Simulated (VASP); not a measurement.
Cr2O3, 10 atoms in the cell. Symmetry: Pn-3m, No. 224, cubic system. Conventional cell: a = 4.588 Å, b = 4.588 Å, c = 4.588 Å, α = 90.00°, β = 90.00°, γ = 90.00°. Within 2.6 Å of Cr (site symmetry -3m) lie 6 O at 1.99 Å. O (site symmetry -42m) has 4 Cr at 1.99 Å and 4 O at 2.29 Å within 2.6 Å. 

```yaml
Program: VASP 6.6.1
Task: single point
Functional: PBE
Potentials_or_basis: VASP PAW PBE potentials, release 64 (Cr_pv, O)
Cutoff: 600 eV
k_mesh: 24 × 24 × 24
Occupations: fermi-dirac, width 0.0612256 eV
Spin: no spin polarisation
Dipole_correction: no
Further_INCAR_settings: ALGO = Normal; EDIFF = 1e-06; NBANDS = 53
```

Potentials or basis: VASP PAW PBE potentials, release 64 (Cr_pv, O).

Command:

```bash
$ cat potpaw_PBE.64/Cr_pv/POTCAR potpaw_PBE.64/O/POTCAR > POTCAR
$ mpirun -np 4 vasp_std > vasp.out
```

Hardware: 4 MPI ranks on Intel(R) Xeon(R) Platinum 8259CL CPU @ 2.50GHz (Skylake/Cascade Lake) (shared host).

How long does it take, and how much memory?

Wall time 16 min on 4 MPI ranks on Intel(R) Xeon(R) Platinum 8259CL CPU @ 2.50GHz (Skylake/Cascade Lake) (shared host), peak memory 1.8 GiB a rank. Counts: scf iterations 17, k points 455.
